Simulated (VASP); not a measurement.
Wanted: the native input for a VASP 6.6.1 run.

```
Task                   : single point
Functional             : PBEsol
Potentials or basis    : VASP PAW PBE potentials, release 64 (Ta_sv_GW, N)
Cutoff                 : 700 eV
k mesh                 : 18 × 18 × 10
Occupations            : gaussian, width 0.15 eV
Spin                   : no spin polarisation
Dipole correction      : no
Further INCAR settings : ALGO = Normal; EDIFF = 1e-06; NBANDS = 22
```

The structure of Ta2N lies in POSCAR:

```
Ta2N
1.0
    3.0546855479      0.0000000000      0.0000000000
   -1.5273427740      2.6454352851      0.0000000000
    0.0000000000      0.0000000000      4.5068830574
Ta N
2 1
Direct
    0.6666666667      0.3333333333      0.7463700642
    0.3333333333      0.6666666667      0.2536299358
    0.0000000000      0.0000000000      0.0000000000
```

One way to write it, as run:

INCAR

```
SYSTEM = Ta2N
PREC     = Accurate       ! precision mode
ENCUT    = 700            ! plane-wave cutoff, eV
EDIFF    = 1E-6           ! SCF threshold, eV
ISMEAR   = 0              ! smearing method
SIGMA    = 0.15           ! smearing width, eV
LREAL    = .False.        ! projectors in reciprocal space
LASPH    = .True.         ! aspherical terms in the spheres
NELM     = 120            ! most SCF steps
ALGO     = Normal         ! electronic algorithm
ISIF     = 2              ! what is computed and relaxed
LWAVE    = .False.        ! write WAVECAR
LCHARG   = .False.        ! write CHGCAR
GGA      = PS             ! functional
NBANDS   = 22             ! bands
GGA_COMPAT= .False.
```

KPOINTS

```
Automatic mesh
0
Gamma
  18 18 10
  0 0 0
```

Potentials or basis: VASP PAW PBE potentials, release 64 (Ta_sv_GW, N).

Run with:

```bash
$ cat potpaw_PBE.64/Ta_sv_GW/POTCAR potpaw_PBE.64/N/POTCAR > POTCAR
$ mpirun -np 1 vasp_std > vasp.out
```

It gave:

```yaml
Pressure: 30.7 GPa
Largest_force: 0.149 eV/Å
Band_gap_on_the_k_mesh: zero (an odd number of electrons rules out a gap without spin polarisation)
```

Caveat: the stress differs along the axes, from 25 to 42 GPa; the PAW data sets were made with another functional, which shifts forces and pressure a little; spin-orbit coupling is left out, which moves the levels of the heavy elements.

Run time: 6.4 min on 1 thread of Intel(R) Xeon(R) Platinum 8259CL CPU @ 2.50GHz (Skylake/Cascade Lake), on a shared host, peak memory 0.51 GiB.
